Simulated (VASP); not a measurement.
Ta, 1 atom in the cell. Symmetry: Im-3m, No. 229, cubic system. Conventional cell: a = 3.321 Å, b = 3.321 Å, c = 3.321 Å, α = 90.00°, β = 90.00°, γ = 90.00°. Within 3.8 Å of Ta (site symmetry m-3m) lie 14 Ta at 2.88 to 3.32 Å. 

```yaml
Program: VASP 6.6.1
Task: relaxation of cell and atoms
Functional: PBE
Potentials_or_basis: VASP PAW PBE potentials, release 64 (Ta_pv)
Cutoff: 600 eV
k_mesh: 18 × 18 × 18
Occupations: fermi-dirac, width 0.08 eV
Spin: no spin polarisation
Dipole_correction: no
Further_INCAR_settings: ALGO = Normal; EDIFF = 1e-06; IBRION = 2; EDIFFG = -0.005; NSW = 60; ISIF = 3
```

Potentials or basis: VASP PAW PBE potentials, release 64 (Ta_pv).

The run is started by

```sh
$ cat potpaw_PBE.64/Ta_pv/POTCAR > POTCAR
$ mpirun -np 1 vasp_std > vasp.out
```

Hardware: 1 thread of Intel(R) Xeon(R) Platinum 8259CL CPU @ 2.50GHz (Skylake/Cascade Lake) (shared host).

Estimate the wall time of this run.

Run time: 29 s on 1 thread of Intel(R) Xeon(R) Platinum 8259CL CPU @ 2.50GHz (Skylake/Cascade Lake), with other jobs on the host, peak memory 0.17 GiB. Counts: scf iterations 20, k points 195, ion steps 3.
